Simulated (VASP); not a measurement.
The system is Mo2Se2S.

```xyz
5
Lattice="5.6995 0.0000 0.0000 0.0000 5.6995 0.0000 0.0000 0.0000 4.2519" Properties=species:S:1:pos:R:3 pbc="T T T"
Mo    0.0000    0.0000    1.0059
Mo    0.0000    0.0000    3.2460
Se    0.0000    2.8498    0.0000
Se    2.8498    0.0000    0.0000
S     2.8498    2.8498    0.0000
```

The cell was generated, and may not be a known phase.

| Item | Value |
| --- | --- |
| Program | VASP 6.6.1 |
| Task | relaxation of cell and atoms |
| Functional | PBE |
| Potentials or basis | VASP PAW PBE potentials, release 64 (Mo_sv, Se, S) |
| Cutoff | 600 eV |
| k mesh | 2 × 2 × 3 |
| Occupations | gaussian, width 0.15 eV |
| Spin | collinear spin |
| Starting moments | [1.0, 1.0, 0.0, 0.0, 0.0] μB |

At the start: pressure 0.0 GPa; volume 27.62 Å³/atom.

Problem. Where does the relaxation end?

Solution. Over 12 steps the energy falls by 522.7 meV/atom and the volume is 24.14 Å³/atom (-12.6 %); space group P4/mmm (No. 123, to 0.1 Å) before and after; moment 0.00 μB per cell.

The path:
```
step  energy change (eV)  largest force (eV/Å)  pressure (GPa)  volume (Å³)
   1              0.0000                1.3084            0.01       138.12
   2             -1.3203                2.3929           -8.23       135.20
   3             -1.4614                2.0506           -8.01       136.71
   4             -2.2913                2.1426            4.55       112.63
   5             -2.3429                2.5721            1.42       116.13
   6             -1.2339               12.4213           17.28       111.39
   7             -2.4543                1.8631            2.36       115.34
   8             -2.5065                1.1435            3.16       114.87
   9             -2.5256                0.0607            4.34       114.32
  10             -2.5261                0.2346            4.15       114.40
  11             -2.6095                0.0583           -0.83       122.21
  12             -2.6136                0.0610           -0.07       120.71
```

Final structure:
```
Mo Se S
1.0
     5.07351    0.00000    0.00000
     0.00000    5.07351    0.00000
     0.00000    0.00000    4.68967
Mo Se S
2 2 1
Direct
  0.00000 0.00000 0.28120
  0.00000 0.00000 0.71880
  0.00000 0.50000 0.00000
  0.50000 0.00000 0.00000
  0.50000 0.50000 0.00000
```

Caveat: the k points lie up to 0.62 Å⁻¹ apart in the final cell, too coarse for converged energies and pressures of a metal; atoms lie so close that the PAW spheres overlap strongly, which falsifies energies and pressures; the relaxation stopped at a loose force limit of 0.08 eV/Å, so its end isn't a converged minimum.
